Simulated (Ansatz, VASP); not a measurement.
## MoS in VASP and in Ansatz

```xyz
2
Lattice="0.0000 2.4805 2.4805 2.4805 0.0000 2.4805 2.4805 2.4805 0.0000" Properties=species:S:1:pos:R:3 pbc="T T T"
Mo    2.4805    2.4805    2.4805
S     0.0000    0.0000    0.0000
```

Change from the starting cell: species swapped into the AgCl type (Fm-3m, No. 225).

Alike in both runs: task relaxation of cell and atoms; functional PBE; k mesh 20 × 20 × 20; occupations gaussian, width 0.1 eV; collinear spin.

```csv
,VASP,Ansatz
version,VASP 6.6.1,Ansatz 0.2.0
potentials or method,"VASP PAW PBE potentials, release 64 (Mo_sv, S), cutoff 600 eV","scalar-relativistic, plane waves, PAW"
valence electrons in the cell,20,20
```

Ansatz gave:

| Property | Result |
| --- | --- |
| gap on the k mesh at the Fermi level, each at its own relaxed structure (eV) | none |
| net moment per atom (μB) | 0.00 |
| relaxed volume (Å³/atom) | 15.22 |
| relaxed cell length with the largest relative difference (Å) | 3.505 |

Problem. Which values does VASP return?

Solution. gap on the k mesh at the Fermi level, each at its own relaxed structure (eV): none; net moment per atom (μB): 0.00; relaxed volume (Å³/atom): 15.23; relaxed cell length with the largest relative difference (Å): 3.505.

A gap of «none» marks a metal or a gap that the smearing closes. Ansatz's warnings: seeded moment not kept.
